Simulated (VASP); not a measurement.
Runs of VASP 6.6.1 on Zn3Cd. The structure is that of space group I4/mmm (No. 139), or close to it. The cells are those of the table. 

| cell | gap on the mesh (eV) | pressure (GPa) |
| --- | --- | --- |
| a = 4.857 Å, angles 131.7, 131.7, 70.7°, 4 atoms | none | -1.2 |
| a = 4.891 Å, angles 131.7, 131.7, 70.7°, 4 atoms | none | -2.8 |
| a = 4.988 Å, angles 131.7, 131.7, 70.7°, 4 atoms | none | (b) |
| a = 4.924 Å, angles 131.7, 131.7, 70.7°, 4 atoms | none | -4.2 |
| a = 4.956 Å, angles 131.7, 131.7, 70.7°, 4 atoms | none | -5.3 |
| a = 5.020 Å, angles 131.7, 131.7, 70.7°, 4 atoms | none | (a) |
| a = 4.823 Å, angles 131.7, 131.7, 70.7°, 4 atoms | none | 0.5 |

Alike in all rows: task single point; level LDA; potentials or basis VASP PAW LDA potentials, release 64 (Zn, Cd); no spin polarisation; k mesh 8 × 8 × 8; cutoff (eV) 520; smearing methfessel-paxton 0.1 eV.

Problem. Estimate the missing entries.

Solution. (a) -7.2; (b) -6.3.

A k mesh can miss the band edges, and the runs leave out spin-orbit coupling on Cd.

A gap of «none» marks levels without a gap at the run's occupations.
